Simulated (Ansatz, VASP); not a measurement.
Two plane-wave programs on Ti

The input INCAR:

```
SYSTEM = Ti
ALGO = Normal
EDIFF = 1E-6
ENCUT = 520
GGA = PE
ISIF = 2
ISMEAR = 0
LASPH = .TRUE.
LCHARG = .TRUE.
LELF = .TRUE.
LREAL = .FALSE.
LVHAR = .TRUE.
LWAVE = .FALSE.
NBANDS = 12
NELM = 80
PREC = Accurate
SIGMA = 0.15
```

KPOINTS

```
k-points
0
G
  20 20 20
  0 0 0
```

Contents of POSCAR:

```
Ti
1.0
    0.0000000000      2.1351235515      2.1351235515
    2.1351235515      0.0000000000      2.1351235515
    2.1351235515      2.1351235515      0.0000000000
Ti
1
Direct
    0.0000000000      0.0000000000      0.0000000000
```

Input for Ansatz:

```yaml
crystal:
  lattice:
    - [0.0, 2.1351235515, 2.1351235515]
    - [2.1351235515, 0.0, 2.1351235515]
    - [2.1351235515, 2.1351235515, 0.0]
  atoms:
    - { symbol: Ti, position: [0.0, 0.0, 0.0] }
basis:
  ecutwfc: 520.0
kpoints:
  mp_grid: { grid: [20, 20, 20] }
hamiltonian:
  xc: pbe
  pseudopotentials: { kind: paw }
scf:
  occupations: { method: gaussian, width: 0.15 }
  lower_state_search: "off"
output:
  forces: true
  stress: true
  eigenvalues: true
```

Alike in both runs: task single point; functional PBE; k mesh 20 × 20 × 20; occupations gaussian, width 0.15 eV; no spin polarisation.

|  | VASP | Ansatz |
| --- | --- | --- |
| version | VASP 6.6.1 | Ansatz 0.2.0 |
| potentials or method | VASP PAW PBE potentials, release 64 (Ti_sv), cutoff 520 eV | scalar-relativistic, plane waves, PAW |
| valence electrons in the cell | 12 | 12 |

Ansatz gave:

```
gap on the k mesh at the Fermi level (eV) : none
pressure (GPa)                            : -9.9
```

**Question.** Estimate VASP's values.

**Answer.** gap on the k mesh at the Fermi level (eV): none; pressure (GPa): -10.0.

A gap of «none» marks a metal or a gap that the smearing closes. With one functional, cell and mesh, what is left measures potentials, basis and numerics.
